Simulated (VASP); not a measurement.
The system is Sc3TlAs4.

```xyz
8
Lattice="5.6595 0.0000 0.0000 0.0000 5.6595 0.0000 0.0000 0.0000 5.6595" Properties=species:S:1:pos:R:3 pbc="T T T"
Sc    0.0000    0.0000    2.8297
Sc    0.0000    2.8297    0.0000
Sc    2.8297    0.0000    0.0000
Tl    0.0000    0.0000    0.0000
As    1.1828    1.1828    1.1828
As    1.1828    4.4766    4.4766
As    4.4766    1.1828    4.4766
As    4.4766    4.4766    1.1828
```

| Quantity | Value |
| --- | --- |
| Program | VASP 6.6.1 |
| Task | relaxation of cell and atoms |
| Functional | PBEsol |
| Potentials or basis | VASP PAW PBE potentials, release 64 (Sc_sv, Tl_d, As) |
| Cutoff | 500 eV |
| k mesh | 4 × 4 × 4 |
| Occupations | fermi-dirac, width 0.03 eV |
| Spin | no spin polarisation |

At the start: pressure 63.9 GPa; volume 22.66 Å³/atom.

Where does the relaxation end?

Over 14 steps the energy falls by 2297.0 meV/atom and the volume is 29.45 Å³/atom (+30.0 %); space group P-43m (No. 215, to 0.1 Å) before and after.

The path:
```tsv
step	energy change (eV)	largest force (eV/Å)	pressure (GPa)	volume (Å³)
1	0.0000	17.8665	63.89	181.27
2	2.0840	1.9619	-6.95	536.63
3	-3.6620	2.4545	-8.76	448.01
4	-9.1139	2.5909	-10.04	379.71
5	-17.7063	1.0666	-5.60	268.38
6	-17.6358	2.0098	7.70	221.99
7	-18.3250	0.0962	-1.54	247.57
8	-18.3490	0.2061	-0.24	242.80
9	-18.3479	0.1168	-0.63	244.16
10	-18.3580	0.2114	0.02	240.58
11	-18.3585	0.2384	0.21	239.59
12	-18.3673	0.1678	0.15	238.44
13	-18.3758	0.0319	-0.01	235.03
14	-18.3762	0.0014	0.01	235.61
```

Final structure:
```
CELL_PARAMETERS angstrom
6.17635 0.00000 0.00000
0.00000 6.17635 0.00000
0.00000 0.00000 6.17635
ATOMIC_POSITIONS crystal
Sc 0.00000 0.00000 0.50000
Sc 0.00000 0.50000 0.00000
Sc 0.50000 0.00000 0.00000
Tl 0.00000 0.00000 0.00000
As 0.25109 0.25109 0.25109
As 0.25109 0.74891 0.74891
As 0.74891 0.25109 0.74891
As 0.74891 0.74891 0.25109
```

Caveat: the volume moved by over 15 % at a fixed basis, so the end points are rough; the PAW data sets were made with another functional, which shifts forces and pressure a little.
